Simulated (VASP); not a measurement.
Input of a VASP 6.6.1 run:

The input INCAR:

```
SYSTEM = ZnSe
PREC = Accurate
ENCUT = 520
EDIFF = 1E-6
ISMEAR = 0
SIGMA = 0.05
LREAL = .FALSE.
LASPH = .TRUE.
NELM = 80
ALGO = Normal
ISIF = 2
LWAVE = .FALSE.
LCHARG = .FALSE.
GGA = CA
NBANDS = 26
```

KPOINTS

```
regular mesh
0
G
  8 8 6
  0 0 0
```

The input POSCAR:

```
ZnSe
1.0
    3.9824792113      0.0000000000      0.0000000000
    0.0000000000      3.9824792113      0.0000000000
    0.0000000000      0.0000000000      5.2561416620
Zn Se
2 2
Direct
    0.0000000000      0.0000000000     -0.0133177537
    0.5000000000      0.5000000000     -0.0133177537
    0.0000000000      0.5000000000      0.2907263534
    0.5000000000      0.0000000000      0.7313251524
```

Potentials or basis: VASP PAW LDA potentials, release 64 (Zn, Se).

Command:

```console
$ cat potpaw_LDA.64/Zn/POTCAR potpaw_LDA.64/Se/POTCAR > POTCAR
$ mpirun -np 1 vasp_std > vasp.out
```

(1) What does it give for the band gap on the k mesh?

(2) Predict the pressure.

(3) Estimate the largest force.

Results:

(1) 1.47 eV.

(2) 0.8 GPa.

(3) 1.210 eV/Å.

Caveat: the cell differs from its parent crystal (atoms displaced along a vibrational mode); forces of over 1 eV/Å act on the atoms, so gaps and moduli don't describe the material at rest.
